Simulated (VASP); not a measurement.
Set up this calculation in VASP 6.6.1, as the native input.

```
Task                   : single point
Functional             : PBE
Potentials or basis    : VASP PAW PBE potentials, release 64 (Ca_sv, Sc_sv, B)
Cutoff                 : 520 eV
k mesh                 : 4 × 4 × 4
Occupations            : gaussian, width 0.1 eV
Spin                   : no spin polarisation
Dipole correction      : no
Further INCAR settings : ALGO = Normal; EDIFF = 1e-06; NBANDS = 34
```

The structure of Ca3ScB3 lies in POSCAR:

```
Ca3ScB3
1.0
    4.9195486100      0.0000000000      0.0000000000
    0.0000000000      4.9195486100      0.0000000000
    0.0000000000      0.0000000000      4.9195486100
Ca Sc B
3 1 3
Direct
    0.5000000000      0.5000000000      0.0000000000
    0.0000000000      0.5000000000      0.5000000000
    0.5000000000      0.0000000000      0.5000000000
    0.5000000000      0.5000000000      0.5000000000
    0.5000000000      0.0000000000      0.0000000000
    0.0000000000      0.5000000000      0.0000000000
    0.0000000000      0.0000000000      0.5000000000
```

The cell was generated, and may not be a known phase.

One way to write it, as run:

INCAR

```
ALGO = Normal
EDIFF = 1E-6
ENCUT = 520
GGA = PE
ISIF = 2
ISMEAR = 0
LASPH = True
LCHARG = False
LREAL = False
LWAVE = False
NBANDS = 34
NELM = 80
PREC = Accurate
SIGMA = 0.1
```

KPOINTS

```
k-points
0
Gamma
  4 4 4
```

Potentials or basis: VASP PAW PBE potentials, release 64 (Ca_sv, Sc_sv, B).

Command:

```console
$ cat potpaw_PBE.64/Ca_sv/POTCAR potpaw_PBE.64/Sc_sv/POTCAR potpaw_PBE.64/B/POTCAR > POTCAR
$ mpirun -np 1 vasp_std > vasp.out
```

Results of the run:

```yaml
Pressure: 19.9 GPa
Band_gap_on_the_k_mesh: zero (bands 25 and 26 overlap by 0.45 eV)
```

Caveat: the cell stands under pressure.

It took 26 s on 1 thread of Intel(R) Xeon(R) 6975P-C (Granite Rapids), on a shared host, peak memory 0.24 GiB.
